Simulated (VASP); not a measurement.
# CsI (Pm-3m) in VASP: single point with PBE

Aim: the single point of CsI with PBE.

Everything below comes from runs of VASP 6.6.1. Logs are shortened: lines on timing, memory, paths and dates and some standing lists are left out, and cuts for length are marked.

## (1) The cell of the first run

Symmetry: Pm-3m, No. 221, cubic system. The conventional cell has a = 4.666 Å, b = 4.666 Å, c = 4.666 Å, α = 90.00°, β = 90.00°, γ = 90.00°. Within 5.3 Å of Cs (site symmetry m-3m) lie 8 I at 4.04 Å and 6 Cs at 4.67 Å. Within 5.3 Å of I (site symmetry m-3m) lie 8 Cs at 4.04 Å and 6 I at 4.67 Å.

## (2) Single point, PBE

INCAR

```
SYSTEM = CsI
PREC = Accurate
ENCUT = 500
EDIFF = 1E-6
ISMEAR = 0
SIGMA = 0.05
LREAL = .False.
LASPH = .True.
NELM = 120
ALGO = Normal
ISIF = 2
LWAVE = .False.
LCHARG = .True.
GGA = PE
LELF = .True.
LVHAR = .True.
NBANDS = 24
GGA_COMPAT = .False.
```

KPOINTS

```
Automatic mesh
0
Gamma
  4 4 4
  0 0 0
```

POSCAR

```
CsI
1.0
   -4.6660147546      0.0000000000     -4.6660147546
    0.0000000000     -4.6660147546     -4.6660147546
   -4.6660147546     -4.6660147546      0.0000000000
Cs I
2 2
Direct
    0.5000000000      0.5000000000      0.5000000000
    0.0000000000      0.0000000000      0.0000000000
    0.2500000000      0.2500000000      0.2500000000
    0.7500000000      0.7500000000      0.7500000000
```

Potentials or basis: VASP PAW PBE potentials, release 64 (Cs_sv, I).

On the command line:

```bash
cat potpaw_PBE.64/Cs_sv/POTCAR potpaw_PBE.64/I/POTCAR > POTCAR
mpirun -np 1 vasp_std > vasp.out
```

OUTCAR:

```text
SYSTEM = CsI
   PREC = Accurate
   ENCUT = 500
   EDIFF = 1E-6
   ISMEAR = 0
   LREAL = .False.
   LASPH = .True.
   NELM = 120
   ISIF = 2
   GGA = PE

 ion  position               nearest neighbor table
   1  0.500  0.500  0.500-
   2  0.000  0.000  0.000-
   3  0.250  0.250  0.250-
   4  0.750  0.750  0.750-

  LATTYP: Found a face centered cubic cell.
 ALAT       =     9.3320295092

  Lattice vectors:

 A1 = (  -4.6660147546,   0.0000000000,  -4.6660147546)
 A2 = (   0.0000000000,  -4.6660147546,  -4.6660147546)
 A3 = (  -4.6660147546,  -4.6660147546,   0.0000000000)

Analysis of symmetry for initial positions (statically):
=====================================================================
 Subroutine PRICEL returns following result:

  LATTYP: Found a simple cubic cell.
 ALAT       =     4.6660147546

  Lattice vectors:

 A1 = (   0.0000000000,   4.6660147546,   0.0000000000)
 A2 = (   0.0000000000,   0.0000000000,  -4.6660147546)
 A3 = (  -4.6660147546,   0.0000000000,   0.0000000000)

   2 primitive cells build up your supercell.

 Routine SETGRP: Setting up the symmetry group for a
 face centered cubic supercell.

 Subroutine GETGRP returns: Found 48 space group operations
 (whereof 48 operations were pure point group operations)
 out of a pool of 48 trial point group operations.

The static configuration has the point symmetry O_h .

Analysis of symmetry for dynamics (positions and initial velocities):
=====================================================================
 Subroutine PRICEL returns following result:

  LATTYP: Found a simple cubic cell.
 ALAT       =     4.6660147546

  Lattice vectors:

 A1 = (   0.0000000000,   4.6660147546,   0.0000000000)
 A2 = (   0.0000000000,   0.0000000000,  -4.6660147546)
 A3 = (  -4.6660147546,   0.0000000000,   0.0000000000)

   2 primitive cells build up your supercell.

 Routine SETGRP: Setting up the symmetry group for a
 face centered cubic supercell.

 Subroutine GETGRP returns: Found 48 space group operations
 (whereof 48 operations were pure point group operations)
 out of a pool of 48 trial point group operations.

[... 75 lines left out ...]
   ISTART =      0    job   : 0-new  1-cont  2-samecut
   ICHARG =      2    charge: 1-file 2-atom 10-const
   ISPIN  =      1    spin polarized calculation?
   LNONCOLLINEAR =      F non collinear calculations
   LSORBIT =      F    spin-orbit coupling
   LASPH  =      T    aspherical Exc in radial PAW
   ENCUT  =  500.0 eV  36.75 Ry    6.06 a.u.  12.03 12.03 12.03*2*pi/ulx,y,z
   NELM   =    120;   NELMIN=  2; NELMDL= -5     # of ELM steps
   EDIFF  = 0.1E-05   stopping-criterion for ELM
   LREAL  =      F    real-space projection
   EDIFFG = 0.1E-04   stopping-criterion for IOM
   NSW    =      0    number of steps for IOM
   IBRION =     -1    ionic relax: 0-MD 1-quasi-New 2-CG
   NFREE  =      0    steps in history (QN), initial steepest desc. (CG)
   ISIF   =      2    stress and relaxation
   ISYM   =      2    0-nonsym 1-usesym 2-fastsym
   POTIM  = 0.5000    time-step for ionic-motion
   TEBEG  =    0.0;   TEEND  =   0.0 temperature during run
   PSTRESS=    0.0 pullay stress
   NELECT =      32.0000    total number of electrons
   NUPDOWN=      -1.0000    fix difference up-down
   EMIN   =  10.00;   EMAX   =-10.00  energy-range for DOS
   EFERMI =   0.00;   METHOD = LEGACY
   ISMEAR =     0;   SIGMA  =   0.05  broadening in eV -4-tet -1-fermi 0-gaus
   EFERMI_NEDOS =   21; number of points for ismear=-14 and -15
   IALGO  =     38    algorithm
   IMIX   =      4    mixing-type and parameters
     AMIX     =   0.40;   BMIX     =  1.00
     AMIX_MAG =   1.60;   BMIX_MAG =  1.00
  volume/ion in A,a.u.               =      50.79       342.77
  Fermi-wavevector in a.u.,A,eV,Ry     =   0.884101  1.670709 10.634792  0.781635
  Thomas-Fermi vector in A             =   2.004956
   LORBIT       =      0    0 simple, 1 ext, 2 COOP (PROOUT), +10 PAW based schemes
   GGA     = PE    functional components
   LHFCALC =     F    Hartree Fock is set to
   AEXX    =    0.0000 exact exchange contribution
   IVDW    =     0    specifies the selected vdW correction
   LEPSILON=     F    determine dielectric tensor
   LRPA    =     F    only Hartree local field effects (RPA)
 non-spin polarized calculation
 Gauss-broadening in eV      SIGMA  =   0.05
  energy-cutoff  :      500.00
  volume of cell :      203.17
 maximum number of plane-waves:      5180
   NGX = 25   NGY = 25   NGZ = 25

 number of electron      31.9999993 magnetization

 Free energy of the ion-electron system (eV)
  ---------------------------------------------------
  ext. energy  EPLUGINS =         0.00000000
  ---------------------------------------------------
  free energy    TOTEN  =       -10.88578247 eV

  energy without entropy =      -10.88578247  energy(sigma->0) =      -10.88578247

 E-fermi :   0.6868     XC(G=0):  -7.4957

 val. band max:        0.4452179317   @ k =   0.5000   0.5000   0.0000
 cond. band min:       4.1212129379   @ k =   0.0000   0.0000   0.0000
 fundamental gap:      3.6759950061
 Fermi energy:         0.6867873293

 k-point     1 :       0.0000    0.0000    0.0000
  band No.  band energies     occupation
      1     -20.0334      2.00000
      2     -19.9825      2.00000
      3     -10.1173      2.00000
      4      -9.8886      2.00000
      5      -6.9516      2.00000
      6      -6.9516      2.00000
[... 205 lines left out ...]
     23       7.1851      0.00000
     24       7.1898      0.00000

------------------------ aborting loop because EDIFF is reached ----------------------------------------

  FORCE on cell =-STRESS in cart. coord.  units (eV):
  Direction    XX          YY          ZZ          XY          YZ          ZX
  --------------------------------------------------------------------------------------
  -------------------------------------------------------------------------------------
  Total        0.0325105      0.0325105      0.0325105      0.0000000      0.0000000     -0.0000000
  in kB        0.2563689      0.2563689      0.2563689      0.0000000      0.0000000     -0.0000000
  external PRESSURE =       0.2563689 kB  Pullay stress =       0.0000000 kB

 VOLUME and BASIS-vectors are now :
 -----------------------------------------------------------------------------
  energy-cutoff  :      500.00
  volume of cell :      203.17
      direct lattice vectors                 reciprocal lattice vectors
    -4.666014755  0.000000000 -4.666014755    -0.107157827  0.107157827 -0.107157827
     0.000000000 -4.666014755 -4.666014755     0.107157827 -0.107157827 -0.107157827
    -4.666014755 -4.666014755  0.000000000    -0.107157827 -0.107157827  0.107157827

 POSITION                                       TOTAL-FORCE (eV/Angst)
 -----------------------------------------------------------------------------------
     -4.66601     -4.66601     -4.66601        -0.000000      0.000000      0.000000
      0.00000      0.00000      0.00000        -0.000000     -0.000000     -0.000000
     -2.33301     -2.33301     -2.33301         0.000000     -0.000000     -0.000000
     -6.99902     -6.99902     -6.99902         0.000000      0.000000      0.000000
 -----------------------------------------------------------------------------------
    total drift:                                0.000000      0.000000      0.000000

  FREE ENERGIE OF THE ION-ELECTRON SYSTEM (eV)
  ---------------------------------------------------
  free  energy   TOTEN  =       -10.8857824741 eV

  energy  without entropy=      -10.8857824741  energy(sigma->0) =      -10.88578247
```

Run time: 79 s. Hardware: 1 thread of Intel Xeon 8259CL, shared host; peak memory 0.32 GiB.

Results:

| Property | Result |
| --- | --- |
| Free energy | -10.8858 eV |
| Pressure | 0.0 GPa |
| Band gap on the k mesh | 3.68 eV |

Caveat: spin-orbit coupling is left out, which moves the levels of the heavy elements. A k mesh can miss the band edges.
